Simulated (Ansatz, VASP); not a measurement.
# Two plane-wave programs on In6O

```xyz
7
Lattice="7.8231 0.0000 0.0000 0.0000 7.8231 0.0000 0.0000 0.0000 7.8231" Properties=species:S:1:pos:R:3 pbc="T T T"
In    6.2598    3.9115    3.9115
In    1.5633    3.9115    3.9115
In    3.9115    6.2598    3.9115
In    3.9115    1.5633    3.9115
In    3.9115    3.9115    6.2598
In    3.9115    3.9115    1.5633
O     3.9115    3.9115    3.9115
```

Alike in both runs: functional PBE; k mesh 3 × 3 × 3; occupations gaussian, width 0.2 eV; no spin polarisation.

Ansatz relaxed the structure, and its values are those at the end. VASP's run is a single point on that final structure, the one shown.

```csv
,VASP,Ansatz
version,VASP 6.6.1,Ansatz 0.2.0
potentials or method,"VASP PAW PBE potentials, release 64 (In_d, O), cutoff 600 eV","scalar-relativistic, plane waves, PAW"
valence electrons in the cell,84,84
```

Ansatz gave:

| Item | Value |
| --- | --- |
| gap on the k mesh at the Fermi level (eV) | none |
| pressure (GPa) | 0.6 |
| rms of the force components (eV/Å) | 0.015 |

Question: Estimate VASP's values.

Answer: gap on the k mesh at the Fermi level (eV): none; pressure (GPa): 0.6; rms of the force components (eV/Å): 0.022.

A gap of «none» marks a metal or a gap that the smearing closes.
